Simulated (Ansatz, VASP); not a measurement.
## One calculation of Tl, two programs

```
CELL_PARAMETERS angstrom
-1.92797 1.92797 1.92797
1.92797 -1.92797 1.92797
1.92797 1.92797 -1.92797
ATOMIC_POSITIONS crystal
Tl 0.00000 0.00000 0.00000
```

Change from the starting cell: volume scaled by 0.98, PAW files.

Alike in both runs: task electric field gradients; functional LDA; k mesh 13 × 13 × 13; occupations fermi-dirac, width 0.05 eV; no spin polarisation.

|  | VASP | Ansatz |
| --- | --- | --- |
| version | VASP 6.6.1 | Ansatz 0.2.0 |
| potentials or method | VASP PAW LDA potentials, release 64 (Tl_d) | PAW with Ansatz's default frozen-core files, scalar-relativistic |
| plane-wave cutoff (eV) | 520 | 420 |
| valence electrons in the cell | 13 | 13 |

```tsv
	VASP	Ansatz	Ansatz less VASP
pressure (GPa)	-1.8	-1.9	-0.04
```

LDA's correlation is that of Perdew and Zunger in VASP and of Perdew and Wang (1992) in Ansatz.

Spin-orbit coupling is off throughout.
